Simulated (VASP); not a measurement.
# CsSi4Sb2 (C2/m) in VASP: single point with PBE

Aim: the single point of CsSi4Sb2 with PBE.

All numbers are computed with VASP 6.6.1; they aren't measurements. Logs are shortened: lines on timing, memory, paths and dates and some standing lists are left out, and cuts for length are marked.

### Step 1. The cell of the first run

The structure is monoclinic, space group C2/m (No. 12). Conventional cell: a = 7.659 Å, b = 9.425 Å, c = 6.427 Å, α = 90.00°, β = 120.84°, γ = 90.00°. Within 4.9 Å of Cs (site symmetry 2/m) lie 16 Si at 3.74 to 4.50 Å and 8 Sb at 3.91 to 4.31 Å. Si (site symmetry 1) has 2 Si at 2.34 to 2.39 Å and 2 Sb at 2.71 to 2.80 Å within 3.1 Å. Sb (site symmetry 2) has 4 Si at 2.71 to 2.80 Å within 3.6 Å.

### Step 2. Single point, PBE

Contents of INCAR:

```
PREC = Accurate
ENCUT = 520
EDIFF = 1E-6
ISMEAR = 0
SIGMA = 0.1
LREAL = F
LASPH = T
NELM = 80
ALGO = Normal
ISIF = 2
LWAVE = F
LCHARG = F
GGA = PE
NBANDS = 26
```

Contents of KPOINTS:

```
Automatic mesh
0
Gamma
  6 6 6
```

Contents of POSCAR:

```
CsSi4Sb2
1.0
    3.8296228044     -4.7123121734     -0.0017724759
    3.8296228044      4.7123121734     -0.0017724759
   -3.2923299277      0.0000000000      5.5202038206
Cs Si Sb
1 4 2
Direct
    0.0000000000      0.0000000000      0.5000000000
    0.4840219913      0.7324677658      0.7157107587
    0.7324677658      0.4840219913      0.7157107587
    0.2675322342      0.5159780087      0.2842892413
    0.5159780087      0.2675322342      0.2842892413
    0.2358679052      0.7641320948      0.0000000000
    0.7641320948      0.2358679052      0.0000000000
```

Potentials or basis: VASP PAW PBE potentials, release 64 (Cs_sv, Si, Sb).

Started as:

```sh
$ cat potpaw_PBE.64/Cs_sv/POTCAR potpaw_PBE.64/Si/POTCAR potpaw_PBE.64/Sb/POTCAR > POTCAR
$ mpirun -np 1 vasp_std > vasp.out
```

OUTCAR:

```text
PREC = Accurate
   ENCUT = 520
   EDIFF = 1E-6
   ISMEAR = 0
   LREAL = F
   LASPH = T
   NELM = 80
   ISIF = 2
   GGA = PE

 ion  position               nearest neighbor table
   1  0.000  0.000  0.500-
   2  0.484  0.732  0.716-   3 2.34   4 2.39   6 2.71   7 2.80
   3  0.732  0.484  0.716-   2 2.34   5 2.39   7 2.71   6 2.80
   4  0.268  0.516  0.284-   5 2.34   2 2.39   6 2.71   7 2.80
   5  0.516  0.268  0.284-   4 2.34   3 2.39   7 2.71   6 2.80
   6  0.236  0.764  0.000-   2 2.71   4 2.71   5 2.80   3 2.80
   7  0.764  0.236  0.000-   3 2.71   5 2.71   4 2.80   2 2.80

  LATTYP: Found a base centered monoclinic cell.
 ALAT       =     7.6592464292
 B/A-ratio  =     1.2304897661
 C/A-ratio  =     0.8391749717
 COS(beta)  =    -0.5126271821

  Lattice vectors:

 A1 = (   3.8296228044,  -4.7123121734,  -0.0017724759)
 A2 = (   3.8296228044,   4.7123121734,  -0.0017724759)
 A3 = (  -3.2923299277,   0.0000000000,   5.5202038206)

Analysis of symmetry for initial positions (statically):
=====================================================================
 Subroutine PRICEL returns:
 Original cell was already a primitive cell.

 Routine SETGRP: Setting up the symmetry group for a
 base centered monoclinic supercell.

 Subroutine GETGRP returns: Found  4 space group operations
 (whereof  4 operations were pure point group operations)
 out of a pool of  4 trial point group operations.

The static configuration has the point symmetry C_2h.

Analysis of symmetry for dynamics (positions and initial velocities):
=====================================================================
 Subroutine PRICEL returns:
 Original cell was already a primitive cell.

 Routine SETGRP: Setting up the symmetry group for a
 base centered monoclinic supercell.

 Subroutine GETGRP returns: Found  4 space group operations
 (whereof  4 operations were pure point group operations)
 out of a pool of  4 trial point group operations.

The dynamic configuration has the point symmetry C_2h.

 Subroutine INISYM returns: Found  4 space group operations
 (whereof  4 operations are pure point group operations),
 and found     1 'primitive' translations

----------------------------------------------------------------------------------------

                                     Primitive cell

  volume of cell :     199.1844

  direct lattice vectors                    reciprocal lattice vectors
     3.829622804 -4.712312173 -0.001772476     0.130597211 -0.106105025  0.077890078
     3.829622804  4.712312173 -0.001772476     0.130597211  0.106105025  0.077890078
    -3.292329928  0.000000000  5.520203821     0.000083867  0.000000000  0.181202751

  length of vectors
     6.072223644  6.072223644  6.427447905     0.185420528  0.185420528  0.181202770

  position of ions in fractional coordinates (direct lattice)
     0.000000000  0.000000000  0.500000000
     0.484021991  0.732467766  0.715710759
     0.732467766  0.484021991  0.715710759
     0.267532234  0.515978009  0.284289241
     0.515978009  0.267532234  0.284289241
     0.235867905  0.764132095  1.000000000
     0.764132095  0.235867905  1.000000000

  ion indices of the primitive-cell ions
   primitive index   ion index
                 1           1
                 2           2
                 3           3
                 4           4
                 5           5
                 6           6
                 7           7

----------------------------------------------------------------------------------------

 KPOINTS: Automatic mesh

Automatic generation of k-mesh.
 Grid dimensions read from file:
 generate k-points for:    6    6    6

 Generating k-lattice:

  Cartesian coordinates                     Fractional coordinates (reciprocal lattice)
     0.021766202 -0.017684171  0.012981680     0.166666667  0.000000000  0.000000000
     0.021766202  0.017684171  0.012981680     0.000000000  0.166666667  0.000000000
     0.000013978  0.000000000  0.030200458    -0.000000000 -0.000000000  0.166666667

  Length of vectors
     0.030903421  0.030903421  0.030200462

  Shift w.r.t. Gamma in fractional coordinates (k-lattice)
     0.000000000  0.000000000  0.000000000

 Subroutine IBZKPT returns following result:
 ===========================================

 Found     68 irreducible k-points:

 Following reciprocal coordinates:
            Coordinates               Weight
  0.000000  0.000000  0.000000      1.000000
  0.166667  0.000000  0.000000      4.000000
  0.333333 -0.000000  0.000000      4.000000
  0.500000  0.000000  0.000000      2.000000
  0.166667  0.166667  0.000000      2.000000
  0.333333  0.166667  0.000000      4.000000
[... 16 lines left out ...]
 -0.333333  0.166667  0.166667      4.000000
 -0.166667  0.166667  0.166667      4.000000
 [... further k-points ...]
   k-points           NKPTS =     68   k-points in BZ     NKDIM =     68   number of bands    NBANDS=     26
   number of dos      NEDOS =    301   number of ions     NIONS =      7
   total plane-waves  NPLWV = 110592
   dimension x,y,z NGX =    48 NGY =   48 NGZ =   48
   dimension x,y,z NGXF=    96 NGYF=   96 NGZF=   96
   ions per type =               1   4   2
   NGX,Y,Z   is equivalent  to a cutoff of  13.14, 13.14, 12.42 a.u.
   NGXF,Y,Z  is equivalent  to a cutoff of  26.28, 26.28, 24.83 a.u.
 SYSTEM =  unknown system
   PREC   = accura    normal or accurate (medium, high low for compatibility)
   ISTART =      0    job   : 0-new  1-cont  2-samecut
   ICHARG =      2    charge: 1-file 2-atom 10-const
   ISPIN  =      1    spin polarized calculation?
   LNONCOLLINEAR =      F non collinear calculations
   LSORBIT =      F    spin-orbit coupling
   LASPH  =      T    aspherical Exc in radial PAW
   ENCUT  =  520.0 eV  38.22 Ry    6.18 a.u.  11.29 11.29 11.95*2*pi/ulx,y,z
   NELM   =     80;   NELMIN=  2; NELMDL= -5     # of ELM steps
   EDIFF  = 0.1E-05   stopping-criterion for ELM
   LREAL  =      F    real-space projection
   EDIFFG = 0.1E-04   stopping-criterion for IOM
   NSW    =      0    number of steps for IOM
   IBRION =     -1    ionic relax: 0-MD 1-quasi-New 2-CG
   NFREE  =      0    steps in history (QN), initial steepest desc. (CG)
   ISIF   =      2    stress and relaxation
   ISYM   =      2    0-nonsym 1-usesym 2-fastsym
   POTIM  = 0.5000    time-step for ionic-motion
   TEBEG  =    0.0;   TEEND  =   0.0 temperature during run
   PSTRESS=    0.0 pullay stress
   NELECT =      35.0000    total number of electrons
   NUPDOWN=      -1.0000    fix difference up-down
   EMIN   =  10.00;   EMAX   =-10.00  energy-range for DOS
   EFERMI =   0.00;   METHOD = LEGACY
   ISMEAR =     0;   SIGMA  =   0.10  broadening in eV -4-tet -1-fermi 0-gaus
   EFERMI_NEDOS =   21; number of points for ismear=-14 and -15
   IALGO  =     38    algorithm
   IMIX   =      4    mixing-type and parameters
     AMIX     =   0.40;   BMIX     =  1.00
     AMIX_MAG =   1.60;   BMIX_MAG =  1.00
  volume/ion in A,a.u.               =      28.45       192.02
  Fermi-wavevector in a.u.,A,eV,Ry     =   0.916950  1.732785 11.439747  0.840798
  Thomas-Fermi vector in A             =   2.041864
   LORBIT       =      0    0 simple, 1 ext, 2 COOP (PROOUT), +10 PAW based schemes
   GGA     = PE    functional components
   LHFCALC =     F    Hartree Fock is set to
   AEXX    =    0.0000 exact exchange contribution
   IVDW    =     0    specifies the selected vdW correction
   LEPSILON=     F    determine dielectric tensor
   LRPA    =     F    only Hartree local field effects (RPA)
 non-spin polarized calculation
 Gauss-broadening in eV      SIGMA  =   0.10
  energy-cutoff  :      520.00
  volume of cell :      199.18
 maximum number of plane-waves:      5404
 NGX is ok and might be reduce to    48
   NGX = 23   NGY = 23   NGZ = 23

 number of electron      34.9999998 magnetization

 Free energy of the ion-electron system (eV)
  ---------------------------------------------------
  ext. energy  EPLUGINS =         0.00000000
  ---------------------------------------------------
  free energy    TOTEN  =       -29.79190562 eV

  energy without entropy =      -29.77826783  energy(sigma->0) =      -29.78508673

 E-fermi :   5.3097     XC(G=0):  -8.9040

 val. band max:        5.3052226915   @ k =   0.5000   0.3333   0.5000
 cond. band min:       5.3103585509   @ k =  -0.3333   0.1667   0.3333
 fundamental gap:      0.0051358594
 Fermi energy:         5.3096620523

 k-point     1 :       0.0000    0.0000    0.0000
  band No.  band energies     occupation
      1     -17.1454      2.00000
      2      -6.7285      2.00000
      3      -4.3494      2.00000
      4      -4.1370      2.00000
      5      -4.0142      2.00000
      6      -3.8762      2.00000
[... 18 lines left out ...]
     25       9.1074      0.00000
     26       9.4027      0.00000

 k-point     2 :       0.1667    0.0000    0.0000
  band No.  band energies     occupation
      1     -17.1451      2.00000
      2      -6.6410      2.00000
      3      -4.5495      2.00000
      4      -4.1816      2.00000
      5      -4.0388      2.00000
      6      -3.9252      2.00000
[... 18 lines left out ...]
     25       8.9891      0.00000
     26       9.2189      0.00000

 k-point     3 :       0.3333   -0.0000    0.0000
  band No.  band energies     occupation
      1     -17.1443      2.00000
      2      -6.3918      2.00000
      3      -5.1131      2.00000
      4      -4.3024      2.00000
      5      -4.0935      2.00000
      6      -3.8717      2.00000
[... 572 lines left out ...]
 k-point    23 :      -0.3333    0.1667    0.1667
  band No.  band energies     occupation
      1     -17.1439      2.00000
      2      -6.4541      2.00000
      3      -4.5832      2.00000
      4      -4.4657      2.00000
      5      -4.0563      2.00000
      6      -4.0007      2.00000
[... 18 lines left out ...]
     25       8.3339      0.00000
     26       8.6489      0.00000

 k-point    24 :      -0.1667    0.1667    0.1667
  band No.  band energies     occupation
      1     -17.1445      2.00000
      2      -6.5589      2.00000
      3      -4.5521      2.00000
      4      -4.1912      2.00000
      5      -4.0734      2.00000
      6      -4.0169      2.00000
[... 18 lines left out ...]
     25       8.6143      0.00000
     26       8.9402      0.00000

 [... further k-points ...]

------------------------ aborting loop because EDIFF is reached ----------------------------------------

  FORCE on cell =-STRESS in cart. coord.  units (eV):
  Direction    XX          YY          ZZ          XY          YZ          ZX
  --------------------------------------------------------------------------------------
  -------------------------------------------------------------------------------------
  Total        0.0812161      0.0834668      0.0731388      0.0000000      0.0000000     -0.0492487
  in kB        0.6532770      0.6713810      0.5883058      0.0000000      0.0000000     -0.3961412
  external PRESSURE =       0.6376546 kB  Pullay stress =       0.0000000 kB

 VOLUME and BASIS-vectors are now :
 -----------------------------------------------------------------------------
  energy-cutoff  :      520.00
  volume of cell :      199.18
      direct lattice vectors                 reciprocal lattice vectors
     3.829622804 -4.712312173 -0.001772476     0.130597211 -0.106105025  0.077890078
     3.829622804  4.712312173 -0.001772476     0.130597211  0.106105025  0.077890078
    -3.292329928  0.000000000  5.520203821     0.000083867  0.000000000  0.181202751

 POSITION                                       TOTAL-FORCE (eV/Angst)
 -----------------------------------------------------------------------------------
     -1.64616      0.00000      2.76010         0.000000     -0.000000     -0.000000
      2.30234      1.17075      3.94871         0.001943     -0.009311     -0.018379
      2.30234     -1.17075      3.94871         0.001943      0.009311     -0.018379
      2.06457      1.17075      1.56795        -0.001943     -0.009311      0.018379
      2.06457     -1.17075      1.56795        -0.001943      0.009311      0.018379
      3.82962      2.48935     -0.00177         0.000000      0.003089      0.000000
      3.82962     -2.48935     -0.00177         0.000000     -0.003089     -0.000000
 -----------------------------------------------------------------------------------
    total drift:                                0.000000      0.000000     -0.000000

  FREE ENERGIE OF THE ION-ELECTRON SYSTEM (eV)
  ---------------------------------------------------
  free  energy   TOTEN  =       -29.7919056166 eV

  energy  without entropy=      -29.7782678337  energy(sigma->0) =      -29.78508673
```

It took 3.1 min on 1 thread of AMD EPYC 9R45 (Zen 5), shared host; peak memory 0.51 GiB.

What came out:

```
Free energy   : -29.7919 eV
Pressure      : 0.1 GPa
Largest force : 0.021 eV/Å
```

Forces in eV/Å, atoms in the order of the input:
```
Cs   0.000  0.000  0.000
Si   0.002 -0.009 -0.018
Si   0.002  0.009 -0.018
Si  -0.002 -0.009  0.018
Si  -0.002  0.009  0.018
Sb   0.000  0.003  0.000
Sb   0.000 -0.003  0.000
```

Caveat: spin-orbit coupling is left out, which moves the levels of the heavy elements.
